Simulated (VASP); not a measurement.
# C (C2/m) in VASP: further runs

Runs on C. Level: PBE. Tasks: single point.

Everything below comes from runs of VASP 6.6.1. Logs are shortened: lines on timing, memory, paths and dates and some standing lists are left out, and cuts for length are marked.

### Step 1. The cell of the first run

It takes space group C2/m (No. 12, monoclinic). The conventional cell has a = 4.368 Å, b = 2.522 Å, c = 2.522 Å, α = 90.00°, β = 125.26°, γ = 90.00°. Within 2.0 Å of C (site symmetry m) lie 4 C at 1.49 to 1.68 Å.

### Step 2. Single point, PBE (atom 1 (C) moved by (-0.100, -0.100) A along [1 1 0] and z)

INCAR

```
ALGO = Normal
EDIFF = 1E-7
ENCUT = 520
GGA = PE
ISIF = 2
ISMEAR = 0
LASPH = T
LCHARG = F
LREAL = F
LWAVE = F
NBANDS = 11
NELM = 60
PREC = Accurate
SIGMA = 0.05
```

KPOINTS

```
k-points
0
Gamma
  12 12 12
```

POSCAR

```
C
1.0
    0.0000000000      1.7834000000      1.7834000000
    1.7834000000      0.0000000000      1.7834000000
    1.7834000000      1.7834000000      0.0000000000
C
2
Direct
    0.4719636649      0.4719636649      0.4883869698
    0.7500000000      0.7500000000      0.7500000000
```

Potentials or basis: VASP PAW PBE potentials, release 64 (C).

Launch:

```
> cat potpaw_PBE.64/C/POTCAR > POTCAR
> mpirun -np 1 vasp_std > vasp.out
```

OUTCAR:

```text
EDIFF = 1E-7
   ENCUT = 520
   GGA = PE
   ISIF = 2
   ISMEAR = 0
   LASPH = T
   LREAL = F
   NELM = 60
   PREC = Accurate

 ion  position               nearest neighbor table
   1  0.472  0.472  0.488-   2 1.49   2 1.49   2 1.53   2 1.68
   2  0.750  0.750  0.750-   1 1.49   1 1.49   1 1.53   1 1.68

  LATTYP: Found a face centered cubic cell.
 ALAT       =     3.5668000000

  Lattice vectors:

 A1 = (   0.0000000000,   1.7834000000,   1.7834000000)
 A2 = (   1.7834000000,   0.0000000000,   1.7834000000)
 A3 = (   1.7834000000,   1.7834000000,   0.0000000000)

Analysis of symmetry for initial positions (statically):
=====================================================================
 Subroutine PRICEL returns:
 Original cell was already a primitive cell.

 Routine SETGRP: Setting up the symmetry group for a
 face centered cubic supercell.

 Subroutine GETGRP returns: Found  4 space group operations
 (whereof  2 operations were pure point group operations)
 out of a pool of 48 trial point group operations.

The static configuration has the point symmetry C_1h.
 The point group associated with its full space group is C_2h.

Analysis of symmetry for dynamics (positions and initial velocities):
=====================================================================
 Subroutine PRICEL returns:
 Original cell was already a primitive cell.

 Routine SETGRP: Setting up the symmetry group for a
 face centered cubic supercell.

 Subroutine GETGRP returns: Found  4 space group operations
 (whereof  2 operations were pure point group operations)
 out of a pool of 48 trial point group operations.

The dynamic configuration has the point symmetry C_1h.
 The point group associated with its full space group is C_2h.

 Subroutine INISYM returns: Found  4 space group operations
 (whereof  2 operations are pure point group operations),
 and found     1 'primitive' translations

----------------------------------------------------------------------------------------

                                     Primitive cell

  volume of cell :      11.3443

  direct lattice vectors                    reciprocal lattice vectors
     0.000000000  1.783400000  1.783400000    -0.280363351  0.280363351  0.280363351
     1.783400000  0.000000000  1.783400000     0.280363351 -0.280363351  0.280363351
     1.783400000  1.783400000  0.000000000     0.280363351  0.280363351 -0.280363351

  length of vectors
     2.522108467  2.522108467  2.522108467     0.485603568  0.485603568  0.485603568

  position of ions in fractional coordinates (direct lattice)
     0.471963665  0.471963665  0.488386970
     0.750000000  0.750000000  0.750000000

  ion indices of the primitive-cell ions
   primitive index   ion index
                 1           1
                 2           2

----------------------------------------------------------------------------------------

 KPOINTS: k-points

Automatic generation of k-mesh.
 Grid dimensions read from file:
 generate k-points for:   12   12   12

 Generating k-lattice:

  Cartesian coordinates                     Fractional coordinates (reciprocal lattice)
    -0.023363613  0.023363613  0.023363613     0.083333333  0.000000000  0.000000000
     0.023363613 -0.023363613  0.023363613     0.000000000  0.083333333  0.000000000
     0.023363613  0.023363613 -0.023363613     0.000000000  0.000000000  0.083333333

  Length of vectors
     0.040466964  0.040466964  0.040466964

  Shift w.r.t. Gamma in fractional coordinates (k-lattice)
     0.000000000  0.000000000  0.000000000

 Subroutine IBZKPT returns following result:
 ===========================================

 Found    476 irreducible k-points:

 Following reciprocal coordinates:
            Coordinates               Weight
  0.000000  0.000000  0.000000      1.000000
  0.083333  0.000000  0.000000      4.000000
  0.000000  0.000000  0.083333      2.000000
  0.083333  0.083333  0.083333      2.000000
  0.166667  0.000000  0.000000      4.000000
  0.000000  0.000000  0.166667      2.000000
[... 16 lines left out ...]
  0.000000  0.166667  0.083333      4.000000
  0.083333  0.000000  0.166667      4.000000
 [... further k-points ...]
   k-points           NKPTS =    476   k-points in BZ     NKDIM =    476   number of bands    NBANDS=     11
   number of dos      NEDOS =    301   number of ions     NIONS =      2
   total plane-waves  NPLWV =   8000
   dimension x,y,z NGX =    20 NGY =   20 NGZ =   20
   dimension x,y,z NGXF=    40 NGYF=   40 NGZF=   40
   ions per type =               2
   NGX,Y,Z   is equivalent  to a cutoff of  13.18, 13.18, 13.18 a.u.
   NGXF,Y,Z  is equivalent  to a cutoff of  26.37, 26.37, 26.37 a.u.
 SYSTEM =  unknown system
   PREC   = accura    normal or accurate (medium, high low for compatibility)
   ISTART =      0    job   : 0-new  1-cont  2-samecut
   ICHARG =      2    charge: 1-file 2-atom 10-const
   ISPIN  =      1    spin polarized calculation?
   LNONCOLLINEAR =      F non collinear calculations
   LSORBIT =      F    spin-orbit coupling
   LASPH  =      T    aspherical Exc in radial PAW
   ENCUT  =  520.0 eV  38.22 Ry    6.18 a.u.   4.69  4.69  4.69*2*pi/ulx,y,z
   NELM   =     60;   NELMIN=  2; NELMDL= -5     # of ELM steps
   EDIFF  = 0.1E-06   stopping-criterion for ELM
   LREAL  =      F    real-space projection
   EDIFFG = 0.1E-05   stopping-criterion for IOM
   NSW    =      0    number of steps for IOM
   IBRION =     -1    ionic relax: 0-MD 1-quasi-New 2-CG
   NFREE  =      0    steps in history (QN), initial steepest desc. (CG)
   ISIF   =      2    stress and relaxation
   ISYM   =      2    0-nonsym 1-usesym 2-fastsym
   POTIM  = 0.5000    time-step for ionic-motion
   TEBEG  =    0.0;   TEEND  =   0.0 temperature during run
   PSTRESS=    0.0 pullay stress
   NELECT =       8.0000    total number of electrons
   NUPDOWN=      -1.0000    fix difference up-down
   EMIN   =  10.00;   EMAX   =-10.00  energy-range for DOS
   EFERMI =   0.00;   METHOD = LEGACY
   ISMEAR =     0;   SIGMA  =   0.05  broadening in eV -4-tet -1-fermi 0-gaus
   EFERMI_NEDOS =   21; number of points for ismear=-14 and -15
   IALGO  =     38    algorithm
   IMIX   =      4    mixing-type and parameters
     AMIX     =   0.40;   BMIX     =  1.00
     AMIX_MAG =   1.60;   BMIX_MAG =  1.00
  volume/ion in A,a.u.               =       5.67        38.28
  Fermi-wavevector in a.u.,A,eV,Ry     =   1.457178  2.753668 28.890189  2.123369
  Thomas-Fermi vector in A             =   2.574010
   LORBIT       =      0    0 simple, 1 ext, 2 COOP (PROOUT), +10 PAW based schemes
   GGA     = PE    functional components
   LHFCALC =     F    Hartree Fock is set to
   AEXX    =    0.0000 exact exchange contribution
   IVDW    =     0    specifies the selected vdW correction
   LEPSILON=     F    determine dielectric tensor
   LRPA    =     F    only Hartree local field effects (RPA)
 non-spin polarized calculation
 Gauss-broadening in eV      SIGMA  =   0.05
  energy-cutoff  :      520.00
  volume of cell :       11.34
 maximum number of plane-waves:       316
   NGX =  9   NGY =  9   NGZ =  9

 number of electron       8.0000000 magnetization

 Free energy of the ion-electron system (eV)
  ---------------------------------------------------
  ext. energy  EPLUGINS =         0.00000000
  ---------------------------------------------------
  free energy    TOTEN  =       -17.87529710 eV

  energy without entropy =      -17.87529710  energy(sigma->0) =      -17.87529710

 E-fermi :  12.6318     XC(G=0): -13.2558

 val. band max:       12.2557185471   @ k =   0.0000   0.0000   0.0000
 cond. band min:      13.3326971481   @ k =   0.0000   0.0000   0.0000
 fundamental gap:      1.0769786010
 Fermi energy:        12.6317856990

 k-point     1 :       0.0000    0.0000    0.0000
  band No.  band energies     occupation
      1     -11.7780      2.00000
      2       8.2808      2.00000
      3       8.9181      2.00000
      4      12.2557      2.00000
      5      13.3327      0.00000
      6      15.9456      0.00000
      7      16.5927      0.00000
      8      22.9752      0.00000
      9      28.8082      0.00000
     10      35.7698      0.00000
     11      36.2389      0.00000

 k-point     2 :       0.0833    0.0000    0.0000
  band No.  band energies     occupation
      1     -11.5865      2.00000
      2       7.4503      2.00000
      3       8.5094      2.00000
      4      11.4664      2.00000
      5      13.9864      0.00000
      6      16.4544      0.00000
      7      17.1722      0.00000
      8      23.1740      0.00000
      9      29.0316      0.00000
     10      33.8142      0.00000
     11      34.1372      0.00000

 k-point     3 :       0.0000    0.0000    0.0833
  band No.  band energies     occupation
      1     -11.5863      2.00000
      2       7.9121      2.00000
      3       8.0168      2.00000
      4      11.5031      2.00000
      5      13.8767      0.00000
      6      16.6734      0.00000
      7      17.0442      0.00000
      8      23.1516      0.00000
      9      29.0451      0.00000
     10      33.9670      0.00000
     11      34.2059      0.00000
[... 267 lines left out ...]
 k-point    23 :       0.0000    0.1667    0.0833
  band No.  band energies     occupation
      1     -11.0772      2.00000
      2       6.0411      2.00000
      3       7.6567      2.00000
      4       9.8484      2.00000
      5      14.7282      0.00000
      6      17.6630      0.00000
      7      18.3206      0.00000
      8      23.2488      0.00000
      9      29.4765      0.00000
     10      30.9699      0.00000
     11      34.8667      0.00000

 k-point    24 :       0.0833    0.0000    0.1667
  band No.  band energies     occupation
      1     -11.0767      2.00000
      2       6.4331      2.00000
      3       7.2676      2.00000
      4       9.7920      2.00000
      5      14.6730      0.00000
      6      17.8820      0.00000
      7      18.1730      0.00000
      8      23.1884      0.00000
      9      29.5030      0.00000
     10      31.0576      0.00000
     11      35.0888      0.00000

 [... further k-points ...]

------------------------ aborting loop because EDIFF is reached ----------------------------------------

  FORCE on cell =-STRESS in cart. coord.  units (eV):
  Direction    XX          YY          ZZ          XY          YZ          ZX
  --------------------------------------------------------------------------------------
  -------------------------------------------------------------------------------------
  Total        0.5944410      0.5944410      0.5099394     -0.0578280      0.1287186      0.1287186
  in kB       83.9543217     83.9543217     72.0199574     -8.1671848     18.1792398     18.1792394
  external PRESSURE =      79.9762003 kB  Pullay stress =       0.0000000 kB

 VOLUME and BASIS-vectors are now :
 -----------------------------------------------------------------------------
  energy-cutoff  :      520.00
  volume of cell :       11.34
      direct lattice vectors                 reciprocal lattice vectors
     0.000000000  1.783400000  1.783400000    -0.280363351  0.280363351  0.280363351
     1.783400000  0.000000000  1.783400000     0.280363351 -0.280363351  0.280363351
     1.783400000  1.783400000  0.000000000     0.280363351  0.280363351 -0.280363351

 POSITION                                       TOTAL-FORCE (eV/Angst)
 -----------------------------------------------------------------------------------
      1.71269      1.71269      1.68340         1.767428      1.767428      3.050591
      2.67510      2.67510      2.67510        -1.767428     -1.767428     -3.050591
 -----------------------------------------------------------------------------------
    total drift:                               -0.000001     -0.000001      0.000000

  FREE ENERGIE OF THE ION-ELECTRON SYSTEM (eV)
  ---------------------------------------------------
  free  energy   TOTEN  =       -17.8752970965 eV

  energy  without entropy=      -17.8752970965  energy(sigma->0) =      -17.87529710
```

Wall time 38 s (1 thread of Intel Xeon 6975P-C, shared host); peak memory 0.15 GiB.

What came out:

```yaml
Free_energy: -17.8753 eV
Pressure: 8.0 GPa
Largest_force: 3.944 eV/Å
Band_gap_on_the_k_mesh: 1.08 eV, direct
```

Forces in eV/Å, atoms in the order of the input:
```
C    1.767  1.767  3.051
C   -1.767 -1.767 -3.051
```

Stress tensor (GPa, compression positive):
```
 8.40 -0.82  1.82
-0.82  8.40  1.82
 1.82  1.82  7.20
```

Caveat: the cell differs from its parent crystal (atom 1 (C) moved by (-0.100, -0.100) A along [1 1 0] and z); forces of over 1 eV/Å act on the atoms, so gaps and moduli don't describe the material at rest. A k mesh can miss the band edges.

### Step 3. Single point, PBE (atom 1 (C) moved by (-0.100, +0.100) A along [1 1 0] and z)

INCAR

```
SYSTEM = C
PREC = Accurate ; ENCUT = 520
EDIFF = 1E-6 ; ISMEAR = 0
SIGMA = 0.05 ; LREAL = .False.
LASPH = .True. ; NELM = 60
ALGO = Normal ; ISIF = 2
LWAVE = .False. ; LCHARG = .False.
GGA = PE ; NBANDS = 11
```

KPOINTS

```
Automatic mesh
0
Gamma
  12 12 12
  0 0 0
```

Edit POSCAR of step 2 so:

```diff
@@ -8,3 +8,3 @@
 Direct
-    0.4719636649      0.4719636649      0.4883869698
+    0.5280363351      0.5280363351      0.4323142996
     0.7500000000      0.7500000000      0.7500000000
```

Potentials or basis: VASP PAW PBE potentials, release 64 (C).

Launch:

```
> cat potpaw_PBE.64/C/POTCAR > POTCAR
> mpirun -np 1 vasp_std > vasp.out
```

It took 40 s on 1 thread of Intel Xeon 6975P-C, shared host; peak memory 0.15 GiB.

Results (log left out):

```yaml
Free_energy: -17.7539 eV
Pressure: 10.9 GPa
Largest_force: 6.528 eV/Å
Band_gap_on_the_k_mesh: 2.13 eV, indirect (least direct gap 2.54 eV)
```

Forces on the atoms (eV/Å):
```
C    3.490  3.490 -4.272
C   -3.490 -3.490  4.272
```

Stress tensor (GPa, compression positive):
```
11.36  8.53 -8.55
 8.53 11.36 -8.55
-8.55 -8.55 10.11
```

Levels at points of the mesh, in eV from the valence-band top:
```tsv
k point	band 1	band 2	band 3	band 4	band 5	band 6	band 7	band 8
(0.00, 0.00, 0.00)	-23.12	-4.00	-0.53	0.00	2.54	2.93	6.31	11.67
(0.50, 0.00, 0.00)	-17.58	-14.60	-5.75	-3.13	4.43	6.51	9.48	13.42
(0.00, 0.00, 0.50)	-16.84	-16.10	-4.40	-4.02	7.02	7.37	7.91	15.52
(0.50, 0.50, 0.50)	-17.50	-14.81	-5.69	-3.00	4.42	6.40	9.83	13.73
(0.50, 0.50, 0.00)	-14.97	-13.96	-8.25	-7.51	2.31	3.65	14.38	16.80
(0.00, 0.50, 0.50)	-14.93	-14.07	-8.00	-7.62	2.27	3.49	14.63	16.69
```

Caveat: the cell differs from its parent crystal (atom 1 (C) moved by (-0.100, +0.100) A along [1 1 0] and z); forces of over 1 eV/Å act on the atoms, so gaps and moduli don't describe the material at rest.
